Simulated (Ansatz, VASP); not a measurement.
Te2Mo: VASP beside Ansatz

```
Te Mo
1.0
     3.55499    0.00000    0.00000
    -1.77750    3.07871    0.00000
     0.00000    0.00000   35.03654
Te Mo
4 2
Direct
  0.33333 0.66667 0.44918
  0.33333 0.66667 0.94840
  0.33333 0.66667 0.05160
  0.33333 0.66667 0.55082
  0.00000 0.00000 0.00000
  0.00000 0.00000 0.50000
```

Change from the starting cell: mode 7 frozen in at +0.000 Å and mode 12 at +0.027 Å (largest displacements).

Alike in both runs: task single point; functional PBE; k mesh 9 × 9 × 1; occupations gaussian, width 0.05 eV; no spin polarisation.

|  | VASP | Ansatz |
| --- | --- | --- |
| version | VASP 6.6.1 | Ansatz 0.2.0 |
| potentials or method | VASP PAW PBE potentials, release 64 (Te, Mo_sv), cutoff 520 eV | scalar-relativistic, plane waves, PAW |
| valence electrons in the cell | 52 | 92 |

Ansatz gave:

| Item | Value |
| --- | --- |
| gap on the k mesh at the Fermi level (eV) | 0.99 |
| least direct gap on the mesh (eV) | 0.99 |
| rms of the force components (eV/Å) | 0.125 |

Which values does VASP return?

gap on the k mesh at the Fermi level (eV): 0.99; least direct gap on the mesh (eV): 0.99; rms of the force components (eV/Å): 0.130.

Atom by atom the forces differ by 0.007 eV/Å (rms over components). VASP's potentials hold 52 valence electrons a cell and Ansatz's 92, so a difference there can come from the potentials and not from the codes.

Spin-orbit coupling is off throughout.
